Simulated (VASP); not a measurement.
Wanted: the native input for a VASP 6.6.1 run.

| Property | Result |
| --- | --- |
| Task | electric field gradients |
| Functional | PBE |
| Potentials or basis | VASP PAW PBE potentials, release 64 (Zn, Se) |
| Cutoff | 520 eV |
| k mesh | 8 × 8 × 8 |
| Occupations | fermi-dirac, width 0.03 eV |
| Spin | no spin polarisation |
| Dipole correction | no |
| Further INCAR settings | ALGO = Normal; EDIFF = 1e-08; NBANDS = 16 |

The structure of ZnSe lies in POSCAR:

```
ZnSe
1.0
    0.0000000000      2.8147806350      2.8147806350
    2.8147806350      0.0000000000      2.8147806350
    2.8147806350      2.8147806350      0.0000000000
Zn Se
1 1
Direct
    0.0000000000      0.0000000000      0.0000000000
    0.7500000000      0.7500000000      0.7500000000
```

This cell differs from its parent crystal: volume scaled by 0.98.

The input as run:

INCAR

```
PREC = Accurate ; ENCUT = 520
EDIFF = 1E-8 ; ISMEAR = -1
SIGMA = 0.03 ; LREAL = False
LASPH = True ; NELM = 100
ALGO = Normal ; ISIF = 2
LWAVE = False ; LCHARG = False
GGA = PE ; LEFG = True
NBANDS = 16
```

KPOINTS

```
Automatic mesh
0
Gamma
  8 8 8
```

Potentials or basis: VASP PAW PBE potentials, release 64 (Zn, Se).

Launch:

```bash
$ cat potpaw_PBE.64/Zn/POTCAR potpaw_PBE.64/Se/POTCAR > POTCAR
$ mpirun -np 1 vasp_std > vasp.out
```

It gave:

The pressure is 3.8 GPa and the band gap on the k mesh is 1.37 eV, direct.

Caveat: without QUAD_EFG the Cq values of the log hold for a quadrupole moment of 1 mb, not for the nuclei.

It took 14 s on 1 thread of AMD EPYC 9R45 (Zen 5) (shared host), peak memory 0.14 GiB.
